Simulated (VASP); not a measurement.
# InSb (Cmcm) in VASP: single point with PBE+D3(BJ)

Aim: the single point of InSb with PBE+D3(BJ).

All numbers are computed with VASP 6.6.1; they aren't measurements. Logs are shortened: lines on timing, memory, paths and dates and some standing lists are left out, and cuts for length are marked.

## Step 1: The cell of the first run

It takes space group Cmcm (No. 63, orthorhombic). Conventional cell: a = 6.078 Å, b = 6.357 Å, c = 18.017 Å, α = 90.00°, β = 90.00°, γ = 90.00°. In (site symmetry m2m) has 6 Sb at 3.04 to 3.30 Å and 2 In at 3.58 Å within 4.0 Å. Within 4.0 Å of In (site symmetry m) lie 6 Sb at 3.05 to 3.66 Å and 2 In at 3.42 to 3.58 Å. Sb (site symmetry m2m) has 6 In at 3.04 to 3.19 Å and 2 Sb at 3.81 Å within 4.0 Å. Sb (site symmetry m) has 2 Sb at 2.93 to 3.81 Å and 6 In at 3.05 to 3.66 Å within 3.9 Å.

## Step 2: Single point, PBE+D3(BJ)

INCAR reads:

```
SYSTEM = InSb
ALGO = Normal
EDIFF = 1E-6
ENCUT = 500
GGA = PE
GGA_COMPAT = .FALSE.
ISIF = 2
ISMEAR = 0
IVDW = 12
LASPH = .TRUE.
LCHARG = .FALSE.
LREAL = .FALSE.
LWAVE = .FALSE.
NBANDS = 66
NELM = 120
PREC = Accurate
SIGMA = 0.1
```

KPOINTS reads:

```
k-points
0
G
  4 4 1
  0 0 0
```

POSCAR reads:

```
InSb
1.0
    3.0391440000     -3.1785980000      0.0000000000
    3.0391440000      3.1785980000      0.0000000000
    0.0000000000      0.0000000000     18.0165480000
In Sb
6 6
Direct
    0.0796710000      0.9203290000      0.2500000000
    0.9203290000      0.0796710000      0.7500000000
    0.4138440000      0.5861560000      0.4102310000
    0.5861560000      0.4138440000      0.9102310000
    0.5861560000      0.4138440000      0.5897690000
    0.4138440000      0.5861560000      0.0897690000
    0.5772430000      0.4227570000      0.2500000000
    0.4227570000      0.5772430000      0.7500000000
    0.9187600000      0.0812400000      0.4239260000
    0.0812400000      0.9187600000      0.9239260000
    0.0812400000      0.9187600000      0.5760740000
    0.9187600000      0.0812400000      0.0760740000
```

Potentials or basis: VASP PAW PBE potentials, release 64 (In_d, Sb).

Launch:

```
$ cat potpaw_PBE.64/In_d/POTCAR potpaw_PBE.64/Sb/POTCAR > POTCAR
$ mpirun -np 1 vasp_std > vasp.out
```

OUTCAR:

```text
SYSTEM = InSb
   EDIFF = 1E-6
   ENCUT = 500
   GGA = PE
   ISIF = 2
   ISMEAR = 0
   IVDW = 12
   LASPH = .TRUE.
   LREAL = .FALSE.
   NELM = 120
   PREC = Accurate
 IVDW          = 12

 ion  position               nearest neighbor table
   1  0.080  0.920  0.250-   7 3.04   7 3.04   7 3.16   7 3.19   9 3.30  12 3.30   6 3.58   3 3.58

   2  0.920  0.080  0.750-   8 3.04   8 3.04   8 3.16   8 3.19  11 3.30  10 3.30   4 3.58   5 3.58

   3  0.414  0.586  0.410-   9 3.05   9 3.05   7 3.07   9 3.16   9 3.22   5 3.42   1 3.58  11 3.66

   4  0.586  0.414  0.910-  10 3.05  10 3.05   8 3.07  10 3.16  10 3.22   6 3.42   2 3.58  12 3.66

   5  0.586  0.414  0.590-  11 3.05  11 3.05   8 3.07  11 3.16  11 3.22   3 3.42   2 3.58   9 3.66

   6  0.414  0.586  0.090-  12 3.05  12 3.05   7 3.07  12 3.16  12 3.22   4 3.42   1 3.58  10 3.66

   7  0.577  0.423  0.250-   1 3.04   1 3.04   6 3.07   3 3.07   1 3.16   1 3.19
   8  0.423  0.577  0.750-   2 3.04   2 3.04   5 3.07   4 3.07   2 3.16   2 3.19
   9  0.919  0.081  0.424-  11 2.93   3 3.05   3 3.05   3 3.16   3 3.22   1 3.30   5 3.66
  10  0.081  0.919  0.924-  12 2.93   4 3.05   4 3.05   4 3.16   4 3.22   2 3.30   6 3.66
  11  0.081  0.919  0.576-   9 2.93   5 3.05   5 3.05   5 3.16   5 3.22   2 3.30   3 3.66
  12  0.919  0.081  0.076-  10 2.93   6 3.05   6 3.05   6 3.16   6 3.22   1 3.30   4 3.66

  LATTYP: Found a base centered orthorhombic cell.
 ALAT       =     6.0782880000
 B/A-ratio  =     1.0458859468
 C/A-ratio  =     2.9640826496

  Lattice vectors:

 A1 = (   3.0391440000,  -3.1785980000,   0.0000000000)
 A2 = (   3.0391440000,   3.1785980000,   0.0000000000)
 A3 = (   0.0000000000,   0.0000000000,  18.0165480000)

Analysis of symmetry for initial positions (statically):
=====================================================================
 Subroutine PRICEL returns:
 Original cell was already a primitive cell.

 Routine SETGRP: Setting up the symmetry group for a
 base centered orthorhombic supercell.

 Subroutine GETGRP returns: Found  8 space group operations
 (whereof  4 operations were pure point group operations)
 out of a pool of  8 trial point group operations.

The static configuration has the point symmetry C_2h.
 The point group associated with its full space group is D_2h.

Analysis of symmetry for dynamics (positions and initial velocities):
=====================================================================
 Subroutine PRICEL returns:
 Original cell was already a primitive cell.

 Routine SETGRP: Setting up the symmetry group for a
 base centered orthorhombic supercell.

 Subroutine GETGRP returns: Found  8 space group operations
 (whereof  4 operations were pure point group operations)
 out of a pool of  8 trial point group operations.

The dynamic configuration has the point symmetry C_2h.
 The point group associated with its full space group is D_2h.

 Subroutine INISYM returns: Found  8 space group operations
 (whereof  4 operations are pure point group operations),
 and found     1 'primitive' translations

----------------------------------------------------------------------------------------

                                     Primitive cell

  volume of cell :     348.0875

  direct lattice vectors                    reciprocal lattice vectors
     3.039144000 -3.178598000  0.000000000     0.164520010 -0.157302056  0.000000000
     3.039144000  3.178598000  0.000000000     0.164520010  0.157302056  0.000000000
     0.000000000  0.000000000 18.016548000     0.000000000  0.000000000  0.055504528

  length of vectors
     4.397713212  4.397713212 18.016548000     0.227619793  0.227619793  0.055504528

  position of ions in fractional coordinates (direct lattice)
     0.079671000  0.920329000  0.250000000
     0.920329000  0.079671000  0.750000000
     0.413844000  0.586156000  0.410231000
     0.586156000  0.413844000  0.910231000
     0.586156000  0.413844000  0.589769000
     0.413844000  0.586156000  0.089769000
     0.577243000  0.422757000  0.250000000
     0.422757000  0.577243000  0.750000000
     0.918760000  0.081240000  0.423926000
     0.081240000  0.918760000  0.923926000
     0.081240000  0.918760000  0.576074000
     0.918760000  0.081240000  0.076074000

  ion indices of the primitive-cell ions
   primitive index   ion index
                 1           1
                 2           2
                 3           3
                 4           4
                 5           5
                 6           6
                 7           7
                 8           8
                 9           9
                10          10
                11          11
                12          12

----------------------------------------------------------------------------------------

 KPOINTS: k-points

Automatic generation of k-mesh.
 Grid dimensions read from file:
 generate k-points for:    4    4    1

 Generating k-lattice:

  Cartesian coordinates                     Fractional coordinates (reciprocal lattice)
     0.041130002 -0.039325514  0.000000000     0.250000000 -0.000000000  0.000000000
     0.041130002  0.039325514  0.000000000    -0.000000000  0.250000000  0.000000000
     0.000000000  0.000000000  0.055504528     0.000000000  0.000000000  1.000000000

  Length of vectors
     0.056904948  0.056904948  0.055504528

  Shift w.r.t. Gamma in fractional coordinates (k-lattice)
     0.000000000  0.000000000  0.000000000

 Subroutine IBZKPT returns following result:
 ===========================================

 Found      7 irreducible k-points:

 Following reciprocal coordinates:
            Coordinates               Weight
  0.000000  0.000000  0.000000      1.000000
  0.250000  0.000000  0.000000      4.000000
  0.500000  0.000000  0.000000      2.000000
  0.250000  0.250000  0.000000      2.000000
  0.500000  0.250000  0.000000      4.000000
 -0.250000  0.250000  0.000000      2.000000
  0.500000  0.500000  0.000000      1.000000
   k-points           NKPTS =      7   k-points in BZ     NKDIM =      7   number of bands    NBANDS=     66
   number of dos      NEDOS =    301   number of ions     NIONS =     12
   total plane-waves  NPLWV = 143360
   dimension x,y,z NGX =    32 NGY =   32 NGZ =  140
   dimension x,y,z NGXF=    64 NGYF=   64 NGZF=  280
   ions per type =               6   6
   NGX,Y,Z   is equivalent  to a cutoff of  12.10, 12.10, 12.92 a.u.
   NGXF,Y,Z  is equivalent  to a cutoff of  24.19, 24.19, 25.84 a.u.
 SYSTEM =  InSb
   PREC   = accura    normal or accurate (medium, high low for compatibility)
   ISTART =      0    job   : 0-new  1-cont  2-samecut
   ICHARG =      2    charge: 1-file 2-atom 10-const
   ISPIN  =      1    spin polarized calculation?
   LNONCOLLINEAR =      F non collinear calculations
   LSORBIT =      F    spin-orbit coupling
   LASPH  =      T    aspherical Exc in radial PAW
   ENCUT  =  500.0 eV  36.75 Ry    6.06 a.u.   8.02  8.02 32.85*2*pi/ulx,y,z
   NELM   =    120;   NELMIN=  2; NELMDL= -5     # of ELM steps
   EDIFF  = 0.1E-05   stopping-criterion for ELM
   LREAL  =      F    real-space projection
   EDIFFG = 0.1E-04   stopping-criterion for IOM
   NSW    =      0    number of steps for IOM
   IBRION =     -1    ionic relax: 0-MD 1-quasi-New 2-CG
   NFREE  =      0    steps in history (QN), initial steepest desc. (CG)
   ISIF   =      2    stress and relaxation
   ISYM   =      2    0-nonsym 1-usesym 2-fastsym
   POTIM  = 0.5000    time-step for ionic-motion
   TEBEG  =    0.0;   TEEND  =   0.0 temperature during run
   PSTRESS=    0.0 pullay stress
   NELECT =     108.0000    total number of electrons
   NUPDOWN=      -1.0000    fix difference up-down
   EMIN   =  10.00;   EMAX   =-10.00  energy-range for DOS
   EFERMI =   0.00;   METHOD = LEGACY
   ISMEAR =     0;   SIGMA  =   0.10  broadening in eV -4-tet -1-fermi 0-gaus
   EFERMI_NEDOS =   21; number of points for ismear=-14 and -15
   IALGO  =     38    algorithm
   IMIX   =      4    mixing-type and parameters
     AMIX     =   0.40;   BMIX     =  1.00
     AMIX_MAG =   1.60;   BMIX_MAG =  1.00
  volume/ion in A,a.u.               =      29.01       195.75
  Fermi-wavevector in a.u.,A,eV,Ry     =   1.108290  2.094364 16.712116  1.228306
  Thomas-Fermi vector in A             =   2.244815
   LORBIT       =      0    0 simple, 1 ext, 2 COOP (PROOUT), +10 PAW based schemes
   GGA     = PE    functional components
   LHFCALC =     F    Hartree Fock is set to
   AEXX    =    0.0000 exact exchange contribution
   IVDW    =    12    specifies the selected vdW correction
   LEPSILON=     F    determine dielectric tensor
   LRPA    =     F    only Hartree local field effects (RPA)
 non-spin polarized calculation
 Gauss-broadening in eV      SIGMA  =   0.10
  energy-cutoff  :      500.00
  volume of cell :      348.09
 maximum number of plane-waves:      8861
   NGX = 17   NGY = 17   NGZ = 65

 number of electron     108.0000002 magnetization

 Free energy of the ion-electron system (eV)
  ---------------------------------------------------
  ext. energy  EPLUGINS =         0.00000000
  ---------------------------------------------------
  free energy    TOTEN  =       -40.06626438 eV

  energy without entropy =      -40.03233736  energy(sigma->0) =      -40.04930087

 E-fermi :   6.9061     XC(G=0):  -9.7333

 val. band max:        6.8819474072   @ k =   0.2500   0.2500   0.0000
 cond. band min:       6.9648540625   @ k =   0.0000   0.0000   0.0000
 fundamental gap:      0.0829066553
 Fermi energy:         6.9061442665

 k-point     1 :       0.0000    0.0000    0.0000
  band No.  band energies     occupation
      1      -7.8440      2.00000
      2      -7.8418      2.00000
      3      -7.8181      2.00000
      4      -7.7846      2.00000
      5      -7.7702      2.00000
      6      -7.7502      2.00000
[... 472 lines left out ...]
     65      11.5119      0.00000
     66      11.5214      0.00000

------------------------ aborting loop because EDIFF is reached ----------------------------------------

 Edisp (eV)   -4.72155

 E8    (eV) :    -2.2759

  FORCE on cell =-STRESS in cart. coord.  units (eV):
  Direction    XX          YY          ZZ          XY          YZ          ZX
  --------------------------------------------------------------------------------------
  -------------------------------------------------------------------------------------
  Total      -5.10082    -2.80975    -5.80690     0.00000    -0.00000     0.00000
  in kB     -23.47807   -12.93273   -26.72802     0.00000    -0.00000     0.00000
  external pressure =      -21.05 kB  Pullay stress =        0.00 kB

 VOLUME and BASIS-vectors are now :
 -----------------------------------------------------------------------------
  energy-cutoff  :      500.00
  volume of cell :      348.09
      direct lattice vectors                 reciprocal lattice vectors
     3.039144000 -3.178598000  0.000000000     0.164520010 -0.157302056  0.000000000
     3.039144000  3.178598000  0.000000000     0.164520010  0.157302056  0.000000000
     0.000000000  0.000000000 18.016548000     0.000000000  0.000000000  0.055504528

 POSITION                                       TOTAL-FORCE (eV/Angst)
 -----------------------------------------------------------------------------------
      3.03914      2.67211      4.50414         0.000000      0.074124      0.000000
      3.03914     -2.67211     13.51241         0.000000     -0.074124     -0.000000
      3.03914      0.54771      7.39095         0.000000      0.016138      0.028342
      3.03914     -0.54771     16.39922         0.000000     -0.016138      0.028342
      3.03914     -0.54771     10.62560         0.000000     -0.016138     -0.028342
      3.03914      0.54771      1.61733         0.000000      0.016138     -0.028342
      3.03914     -0.49105      4.50414         0.000000      0.009851     -0.000000
      3.03914      0.49105     13.51241         0.000000     -0.009851      0.000000
      3.03914     -2.66214      7.63768         0.000000     -0.109118      0.257118
      3.03914      2.66214     16.64596         0.000000      0.109118      0.257118
      3.03914      2.66214     10.37886         0.000000      0.109118     -0.257118
      3.03914     -2.66214      1.37059         0.000000     -0.109118     -0.257118
 -----------------------------------------------------------------------------------
    total drift:                                0.000000      0.000000      0.000000

  FREE ENERGIE OF THE ION-ELECTRON SYSTEM (eV)
  ---------------------------------------------------
  free  energy   TOTEN  =       -44.7878157976 eV

  energy  without entropy=      -44.7538887831  energy(sigma->0) =      -44.77085229
```

It took 4.3 min on 1 thread of Intel Xeon Platinum 8375C at 2.90GHz (Ice Lake), shared host; peak memory 0.44 GiB.

What came out:

```yaml
Free_energy: -44.7878 eV
Pressure: -2.1 GPa
Largest_force: 0.279 eV/Å
Band_gap_on_the_k_mesh: zero (bands 54 and 55 overlap by 2.53 eV)
Dispersion_energy_per_atom: -0.393 eV
```

Forces on the atoms (eV/Å):
```
In   0.000  0.074  0.000
In   0.000 -0.074  0.000
In   0.000  0.016  0.028
In   0.000 -0.016  0.028
In   0.000 -0.016 -0.028
In   0.000  0.016 -0.028
Sb   0.000  0.010  0.000
Sb   0.000 -0.010  0.000
Sb   0.000 -0.109  0.257
Sb   0.000  0.109  0.257
Sb   0.000  0.109 -0.257
Sb   0.000 -0.109 -0.257
```

Caveat: spin-orbit coupling is left out, which moves the levels of the heavy elements.

The gap in the log of VASP goes by the Fermi energy; the results here count the filled bands.